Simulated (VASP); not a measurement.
A run of VASP 6.6.1:

File POSCAR:

```
AlN
1.0
    3.1066653462      0.0000000000      0.0000000000
   -1.5533326731      2.6904511108      0.0000000000
    0.0000000000      0.0000000000      9.9568096823
Al N
4 4
Direct
    0.3352918255      0.6647626649      0.0007432154
    0.3332186579      0.6634768564      0.5028803644
    0.6679100188      0.3495602349      0.2515681381
    0.6626743812      0.3309100939      0.7525153297
    0.3318211362      0.6686334119      0.1910842447
    0.3403980045      0.6656866768      0.6898771356
    0.6595747009      0.3234173469      0.4394240114
    0.6691112751      0.3335527144      0.9419075606
```

File INCAR.step1:

```
ALGO = Normal ; EDIFF = 1E-4
ENCUT = 520 ; GGA = PE
ISMEAR = 0 ; LASPH = T
LCHARG = F ; LREAL = F
LWAVE = T ; NBANDS = 26
NELM = 60 ; PREC = Accurate
SIGMA = 0.05
```

File INCAR.step2:

```
ALGO = Normal ; EDIFF = 1E-7
ENCUT = 520 ; ISIF = 2
ISMEAR = 0 ; ISTART = 1
LASPH = T ; LCHARG = T
LELF = T ; LMIXTAU = T
LREAL = F ; LVHAR = T
LWAVE = F ; METAGGA = R2SCAN
NBANDS = 26 ; NELM = 60
PREC = Accurate ; SIGMA = 0.05
```

Contents of KPOINTS:

```
k-points
0
Gamma
  12 12 2
```

Potentials or basis: VASP PAW PBE potentials, release 64 (Al, N).

The run is started by

```console
$ cat potpaw_PBE.64/Al/POTCAR potpaw_PBE.64/N/POTCAR > POTCAR
$ cp INCAR.step1 INCAR
$ mpirun -np 1 vasp_std > vasp.out
$ cp INCAR.step2 INCAR
$ mpirun -np 1 vasp_std > vasp.out
```

Hardware: 1 thread of Intel Xeon 6975P-C, with other jobs on the host.

Task: How long does it take, and how much memory?

Result: It took 21 min on 1 thread of Intel Xeon 6975P-C (shared host), peak memory 0.37 GiB. Counts: k points 148.
